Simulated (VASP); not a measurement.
# W16N in VASP: single point with PBE

Aim: the single point of W16N with PBE.

Program: VASP 6.6.1. These are calculated values, not measurements. Logs are shortened: lines on timing, memory, paths and dates and some standing lists are left out, and cuts for length are marked.

### Step 1. The cell of the first run

The cell holds a slab with vacuum, 17 atoms: a = 6.367 Å, b = 6.367 Å, c = 20.143 Å, α = 90.00°, β = 90.00°, γ = 90.00°.

### Step 2. Single point, PBE

INCAR reads:

```
ALGO = Fast ; DIPOL = 0.5 0.5 0.326
EDIFF = 1E-6 ; ENCUT = 520
GGA = PE ; IDIPOL = 3
ISIF = 2 ; ISMEAR = 0
LASPH = True ; LCHARG = False
LDIPOL = True ; LREAL = Auto
LWAVE = False ; NBANDS = 128
NELM = 100 ; PREC = Accurate
SIGMA = 0.1
```

KPOINTS reads:

```
k-points
0
Gamma
  4 4 1
```

POSCAR reads:

```
W16N
1.0
    6.3673983408      0.0000000000      0.0000000000
    0.0000000000      6.3673983408      0.0000000000
    0.0000000000      0.0000000000     20.1425775155
W N
16 1
Direct
    0.2500000000      0.2500000000      0.1985843171
    0.2500000000      0.7500000000      0.1985843171
    0.7500000000      0.2500000000      0.1985843171
    0.7500000000      0.7500000000      0.1985843171
    0.0000000000      0.0000000000      0.2776134078
    0.0000000000      0.5000000000      0.2776134078
    0.5000000000      0.0000000000      0.2776134078
    0.5000000000      0.5000000000      0.2776134078
    0.2500000000      0.2500000000      0.3599451785
    0.2500000000      0.7500000000      0.3599451785
    0.7500000000      0.2500000000      0.3599451785
    0.7500000000      0.7500000000      0.3599451785
    0.0000000000      0.0000000000      0.4290700884
    0.0000000000      0.5000000000      0.4290700884
    0.5000000000      0.0000000000      0.4290700884
    0.5000000000      0.5000000000      0.4290700884
    0.0000000000      0.2500000000      0.4846613066
```

Potentials or basis: VASP PAW PBE potentials, release 64 (W_sv, N).

Command:

```sh
> cat potpaw_PBE.64/W_sv/POTCAR potpaw_PBE.64/N/POTCAR > POTCAR
> mpirun -np 1 vasp_std > vasp.out
```

OUTCAR:

```text
EDIFF = 1E-6
   ENCUT = 520
   GGA = PE
   ISIF = 2
   ISMEAR = 0
   LASPH = True
   LREAL = Auto
   NELM = 100
   PREC = Accurate

 ion  position               nearest neighbor table
   1  0.250  0.250  0.199-   5 2.76   6 2.76   7 2.76   8 2.76   2 3.18   3 3.18   2 3.18   3 3.18
                             9 3.25
   2  0.250  0.750  0.199-   5 2.76   6 2.76   7 2.76   8 2.76   1 3.18   4 3.18   1 3.18   4 3.18
                            10 3.25
   3  0.750  0.250  0.199-   5 2.76   6 2.76   7 2.76   8 2.76   1 3.18   4 3.18   4 3.18   1 3.18
                            11 3.25
   4  0.750  0.750  0.199-   5 2.76   6 2.76   7 2.76   8 2.76   2 3.18   3 3.18   3 3.18   2 3.18
                            12 3.25
   5  0.000  0.000  0.278-   1 2.76   2 2.76   3 2.76   4 2.76   9 2.80  10 2.80  11 2.80  12 2.80
                            13 3.05   7 3.18   6 3.18   6 3.18   7 3.18
   6  0.000  0.500  0.278-   1 2.76   2 2.76   3 2.76   4 2.76   9 2.80  10 2.80  11 2.80  12 2.80
                            14 3.05   8 3.18   5 3.18   5 3.18   8 3.18
   7  0.500  0.000  0.278-   1 2.76   2 2.76   3 2.76   4 2.76   9 2.80  10 2.80  11 2.80  12 2.80
                            15 3.05   8 3.18   5 3.18   8 3.18   5 3.18
   8  0.500  0.500  0.278-   1 2.76   2 2.76   3 2.76   4 2.76   9 2.80  10 2.80  11 2.80  12 2.80
                            16 3.05   7 3.18   6 3.18   7 3.18   6 3.18
   9  0.250  0.250  0.360-  13 2.65  14 2.65  15 2.65  16 2.65   5 2.80   6 2.80   7 2.80   8 2.80
                            10 3.18  11 3.18  10 3.18  11 3.18   1 3.25
  10  0.250  0.750  0.360-  13 2.65  14 2.65  15 2.65  16 2.65   5 2.80   6 2.80   7 2.80   8 2.80
                             9 3.18  12 3.18   9 3.18  12 3.18   2 3.25
  11  0.750  0.250  0.360-  13 2.65  14 2.65  15 2.65  16 2.65   5 2.80   6 2.80   7 2.80   8 2.80
                             9 3.18  12 3.18  12 3.18   9 3.18   3 3.25
  12  0.750  0.750  0.360-  13 2.65  14 2.65  15 2.65  16 2.65   5 2.80   6 2.80   7 2.80   8 2.80
                            10 3.18  11 3.18  11 3.18  10 3.18   4 3.25
  13  0.000  0.000  0.429-  17 1.95  10 2.65  11 2.65  12 2.65   9 2.65   5 3.05  15 3.18  14 3.18
                            14 3.18  15 3.18
  14  0.000  0.500  0.429-  17 1.95  10 2.65  11 2.65  12 2.65   9 2.65   6 3.05  16 3.18  13 3.18
                            13 3.18  16 3.18
  15  0.500  0.000  0.429-   9 2.65  10 2.65  11 2.65  12 2.65   7 3.05  13 3.18  16 3.18  16 3.18
                            13 3.18
  16  0.500  0.500  0.429-   9 2.65  10 2.65  11 2.65  12 2.65   8 3.05  14 3.18  15 3.18  15 3.18
                            14 3.18
  17  0.000  0.250  0.485-  13 1.95  14 1.95

  LATTYP: Found a simple tetragonal cell.
 ALAT       =     6.3673983408
 C/A-ratio  =     3.1633920853

  Lattice vectors:

 A1 = (   6.3673983408,   0.0000000000,   0.0000000000)
 A2 = (   0.0000000000,   6.3673983408,   0.0000000000)
 A3 = (   0.0000000000,   0.0000000000,  20.1425775155)

Analysis of symmetry for initial positions (statically):
=====================================================================
 Subroutine PRICEL returns:
 Original cell was already a primitive cell.

 Routine SETGRP: Setting up the symmetry group for a
 simple tetragonal supercell.

 Subroutine GETGRP returns: Found  4 space group operations
[... 161 lines left out ...]
   IVDW    =     0    specifies the selected vdW correction
   LEPSILON=     F    determine dielectric tensor
   LRPA    =     F    only Hartree local field effects (RPA)
 non-spin polarized calculation
 RMM-DIIS sequential band-by-band and
 Gauss-broadening in eV      SIGMA  =   0.10
  energy-cutoff  :      520.00
  volume of cell :      816.66
 maximum number of plane-waves:     22040
   NGX = 23   NGY = 23   NGZ = 75

 dipolmoment           0.000000      0.000000     -0.098527 electrons x Angstroem

 number of electron     228.9999965 magnetization

 dipolmoment           0.000000      0.000000      0.050934 electrons x Angstroem

 Free energy of the ion-electron system (eV)
  ---------------------------------------------------
  ext. energy  EPLUGINS =         0.00000000
  ---------------------------------------------------
  free energy    TOTEN  =      -195.47683643 eV

  energy without entropy =     -195.38840021  energy(sigma->0) =     -195.43261832

 E-fermi :   0.7460     XC(G=0):  -5.4974

 val. band max:        0.7396830394   @ k =   0.5000   0.2500   0.0000
 cond. band min:       0.7497370470   @ k =   0.5000   0.0000   0.0000
 fundamental gap:      0.0100540077
 Fermi energy:         0.7460198972

 k-point     1 :       0.0000    0.0000    0.0000
  band No.  band energies     occupation
      1     -73.1705      2.00000
      2     -73.1229      2.00000
      3     -73.1006      2.00000
      4     -73.0923      2.00000
      5     -73.0919      2.00000
      6     -73.0838      2.00000
[... 1150 lines left out ...]
    125       1.9603      0.00000
    126       2.0873      0.00000
 [bands above 126 left out]

------------------------ aborting loop because EDIFF is reached ----------------------------------------

 vacuum level on the upper side and lower side of the slab       (xc-potential included)        -0.028        -0.265

  FORCE on cell =-STRESS in cart. coord.  units (eV):
  Direction    XX          YY          ZZ          XY          YZ          ZX
  --------------------------------------------------------------------------------------
  -------------------------------------------------------------------------------------
  Total      -17.7073543    -23.6433719     -9.4570093      0.0000000      0.0000000      0.0000000
  in kB      -34.7396290    -46.3853580    -18.5534771      0.0000000      0.0000000      0.0000000
  external PRESSURE =     -33.2261547 kB  Pullay stress =       0.0000000 kB

 VOLUME and BASIS-vectors are now :
 -----------------------------------------------------------------------------
  energy-cutoff  :      520.00
  volume of cell :      816.66
      direct lattice vectors                 reciprocal lattice vectors
     6.367398341  0.000000000  0.000000000     0.157050014  0.000000000  0.000000000
     0.000000000  6.367398341  0.000000000     0.000000000  0.157050014  0.000000000
     0.000000000  0.000000000 20.142577516     0.000000000  0.000000000  0.049646079

 POSITION                                       TOTAL-FORCE (eV/Angst)
 -----------------------------------------------------------------------------------
      1.59185      1.59185      4.00000         0.067630     -0.000000      2.155311
      1.59185      4.77555      4.00000        -0.025183      0.000000      2.112019
      4.77555      1.59185      4.00000        -0.067630     -0.000000      2.155311
      4.77555      4.77555      4.00000         0.025183     -0.000000      2.112019
      0.00000      0.00000      5.59185         0.000000     -0.029444     -2.247616
      0.00000      3.18370      5.59185         0.000000      0.029444     -2.247616
[... 9 lines left out ...]
      3.18370      3.18370      8.64258         0.000000      0.054940     -0.375965
      0.00000      1.59185      9.76233         0.000000      0.000000      0.132270
 -----------------------------------------------------------------------------------
    total drift:                                0.000000      0.000000      0.007804

  FREE ENERGIE OF THE ION-ELECTRON SYSTEM (eV)
  ---------------------------------------------------
  free  energy   TOTEN  =      -195.4768364253 eV

  energy  without entropy=     -195.3884002075  energy(sigma->0) =     -195.43261832

 vacuum level on the upper side and lower side of the slab         5.035         4.767
```

Run time: 46 min. Hardware: 1 thread of Oxide Virtual Turin-like, shared host; peak memory 1 GiB.

Results:

```yaml
Free_energy: -195.4768 eV
Largest_force: 2.413 eV/Å
Band_gap_on_the_k_mesh: zero (an odd number of electrons rules out a gap without spin polarisation)
```

Forces on the atoms (eV/Å):
```
W    0.068  0.000  2.155
W   -0.025  0.000  2.112
W   -0.068  0.000  2.155
W    0.025  0.000  2.112
W    0.000 -0.029 -2.248
W    0.000  0.029 -2.248
W    0.000 -0.028 -2.116
W    0.000  0.028 -2.116
W    1.232  0.000 -0.794
W    1.028  0.000 -0.503
W   -1.232  0.000 -0.794
W   -1.028  0.000 -0.503
W    0.000  1.708  1.704
W    0.000 -1.708  1.704
W    0.000 -0.055 -0.376
W    0.000  0.055 -0.376
N    0.000  0.000  0.132
```

Caveat: spin-orbit coupling is left out, which moves the levels of the heavy elements.
